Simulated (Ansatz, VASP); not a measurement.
# One calculation of ZnO, two programs

The input POSCAR:

```
ZnO
1.0
    0.0000000000      2.1756060798      2.1756060798
    2.1756060798      0.0000000000      2.1756060798
    2.1756060798      2.1756060798      0.0000000000
Zn O
1 1
Direct
    0.0000000000      0.0000000000      0.0000000000
    0.5000000000      0.5000000000      0.5000000000
```

Contents of INCAR.step1:

```
SYSTEM = ZnO
PREC = Accurate
ENCUT = 520
ISMEAR = 0
SIGMA = 0.02
LREAL = .FALSE.
LASPH = .TRUE.
NELM = 80
NBANDS = 16
GGA = PE
ALGO = Normal
EDIFF = 1E-4
LWAVE = .TRUE.
LCHARG = .FALSE.
```

The input INCAR.step2:

```
SYSTEM = ZnO
PREC = Accurate
ENCUT = 520
EDIFF = 1E-6
ISMEAR = 0
SIGMA = 0.02
LREAL = .FALSE.
LASPH = .TRUE.
NELM = 80
ALGO = Normal
ISIF = 2
LWAVE = .FALSE.
LCHARG = .FALSE.
METAGGA = R2SCAN
LMIXTAU = .TRUE.
NBANDS = 16
ISTART = 1
```

Contents of KPOINTS:

```
Automatic mesh
0
G
  12 12 12
  0 0 0
```

Input for Ansatz:

```yaml
crystal:
  lattice:
    - [0.0, 2.1756060798, 2.1756060798]
    - [2.1756060798, 0.0, 2.1756060798]
    - [2.1756060798, 2.1756060798, 0.0]
  atoms:
    - { symbol: Zn, position: [0.0, 0.0, 0.0] }
    - { symbol: O, position: [0.5, 0.5, 0.5] }
basis:
  ecutwfc: 500
kpoints:
  mp_grid: { grid: [12, 12, 12] }
hamiltonian:
  xc: r2scan
scf:
  occupations: { method: gaussian, width: 0.02 }
output:
  forces: true
  stress: true
  eigenvalues: true
```

Alike in both runs: task single point; functional r2SCAN; k mesh 12 × 12 × 12; occupations gaussian, width 0.02 eV; no spin polarisation.

|  | VASP | Ansatz |
| --- | --- | --- |
| version | VASP 6.6.1 | Ansatz 0.2.0 |
| potentials or method | VASP PAW PBE potentials, release 64 (Zn, O), cutoff 520 eV | scalar-relativistic, plane waves, PAW |
| valence electrons in the cell | 18 | 18 |

|  | VASP | Ansatz | Ansatz less VASP |
| --- | --- | --- | --- |
| gap on the k mesh at the Fermi level (eV) | 1.27 | 1.29 | +0.019 |
| least direct gap on the mesh (eV) | 2.49 | 2.51 | +0.020 |
| pressure (GPa) | -8.6 | -9.9 | -1.23 |

VASP's potentials were made for PBE, not for r2SCAN.
